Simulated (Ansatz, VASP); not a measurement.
One calculation of Hf2Si3, two programs

```
Hf Si
1.0
     3.73095    0.00000    0.00000
     0.00000    6.46219    0.00000
     0.00000    0.00000    7.61325
Hf Si
4 6
Direct
  0.00000 0.33333 0.80418
  0.50000 0.83333 0.80418
  0.50000 0.16667 0.19582
  0.00000 0.66667 0.19582
  0.50000 0.50000 0.00000
  0.00000 0.00000 0.00000
  0.00000 0.33333 0.42809
  0.50000 0.83333 0.42809
  0.50000 0.16667 0.57191
  0.00000 0.66667 0.57191
```

Alike in both runs: task single point; functional PBE; k mesh 6 × 4 × 4; occupations gaussian, width 0.2 eV; no spin polarisation.

```csv
,VASP,Ansatz
version,VASP 6.6.1,Ansatz 0.2.0
potentials or method,"VASP PAW PBE potentials, release 64 (Hf_pv, Si), cutoff 520 eV","scalar-relativistic, plane waves, PAW"
valence electrons in the cell,64,128
```

VASP gave:

| Item | Value |
| --- | --- |
| gap on the k mesh at the Fermi level (eV) | none |
| pressure (GPa) | 0.0 |
| traceless stress, the component that is largest in VASP (GPa) | 0.06 |
| rms of the force components (eV/Å) | 0.016 |

Question: What did Ansatz give for the same quantities?

Answer: gap on the k mesh at the Fermi level (eV): none; pressure (GPa): 0.0; traceless stress, the component that is largest in VASP (GPa): 0.03; rms of the force components (eV/Å): 0.017.

Atom by atom the forces differ by 0.008 eV/Å (rms over components). A gap of «none» marks a metal or a gap that the smearing closes. VASP's potentials hold 64 valence electrons a cell and Ansatz's 128, so a difference there can come from the potentials and not from the codes.

Neither program's run includes spin-orbit coupling.
